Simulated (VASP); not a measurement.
Set up this calculation in VASP 6.6.1, as the native input.

| Property | Result |
| --- | --- |
| Task | single point |
| Functional | PBE |
| Dispersion | D3(BJ) |
| Potentials or basis | VASP PAW PBE potentials, release 64 (Al) |
| Cutoff | 520 eV |
| k mesh | 20 × 20 × 20 |
| Occupations | gaussian, width 0.15 eV |
| Spin | no spin polarisation |
| Dipole correction | no |
| Further INCAR settings | ALGO = Fast; EDIFF = 1e-07; NBANDS = 8 |

The structure of Al lies in POSCAR:

```
Al
1.0
    0.0000000000      1.9910220790      1.9446312646
    1.9910220790      0.0000000000      1.9446312646
    1.9910220790      1.9910220790      0.0000000000
Al
1
Direct
    0.0000000000      0.0000000000      0.0000000000
```

This cell differs from its parent crystal: engineering shear strain xz +0.0000, normal strain along z -0.0233.

One way to write it, as run:

INCAR

```
SYSTEM = Al
PREC     = Accurate       ! precision mode
ENCUT    = 520            ! plane-wave cutoff, eV
EDIFF    = 1E-7           ! SCF threshold, eV
ISMEAR   = 0              ! smearing method
SIGMA    = 0.15           ! smearing width, eV
LREAL    = .False.        ! projectors in reciprocal space
LASPH    = .True.         ! aspherical terms in the spheres
NELM     = 60             ! most SCF steps
ALGO     = Fast           ! electronic algorithm
ISIF     = 2              ! what is computed and relaxed
LWAVE    = .False.        ! write WAVECAR
LCHARG   = .False.        ! write CHGCAR
GGA      = PE             ! functional
IVDW     = 12             ! dispersion correction
NBANDS   = 8              ! bands
```

KPOINTS

```
Automatic mesh
0
Gamma
  20 20 20
  0 0 0
```

Potentials or basis: VASP PAW PBE potentials, release 64 (Al).

Launch:

```bash
$ cat potpaw_PBE.64/Al/POTCAR > POTCAR
$ mpirun -np 1 vasp_std > vasp.out
```

It gave:

```
Pressure                   : 2.2 GPa
Band gap on the k mesh     : zero (an odd number of electrons rules out a gap without spin polarisation)
Dispersion energy per atom : -0.361 eV
```

Caveat: the cell differs from its parent crystal (engineering shear strain xz +0.0000, normal strain along z -0.0233).

Run time: 23 s on 1 thread of Intel(R) Xeon(R) 6975P-C (Granite Rapids), on a shared host, peak memory 0.2 GiB.
